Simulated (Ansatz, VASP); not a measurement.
CdF2: VASP beside Ansatz

```xyz
3
Lattice="0.0000 2.7407 2.7407 2.7407 0.0000 2.7407 2.7407 2.7407 0.0000" Properties=species:S:1:pos:R:3 pbc="T T T"
Cd    0.0000    0.0000    0.0000
F     1.3704    1.3704    1.3704
F     4.1111    4.1111    4.1111
```

Alike in both runs: functional PBE; k mesh 8 × 8 × 8; occupations gaussian, width 0.02 eV; no spin polarisation.

Ansatz relaxed the structure, and its values are those at the end. VASP's run is a single point on that final structure, the one shown.

|  | VASP | Ansatz |
| --- | --- | --- |
| version | VASP 6.6.1 | Ansatz 0.2.0 |
| potentials or method | VASP PAW PBE potentials, release 64 (Cd, F), cutoff 520 eV | scalar-relativistic, plane waves, PAW |
| valence electrons in the cell | 26 | 34 |

|  | VASP | Ansatz | Ansatz less VASP |
| --- | --- | --- | --- |
| gap on the k mesh at the Fermi level (eV) | 2.89 | 2.92 | +0.029 |
| least direct gap on the mesh (eV) | 3.44 | 3.47 | +0.029 |
| pressure (GPa) | 0.5 | 0.0 | -0.52 |

VASP's potentials hold 26 valence electrons a cell and Ansatz's 34, so a difference there can come from the potentials and not from the codes.
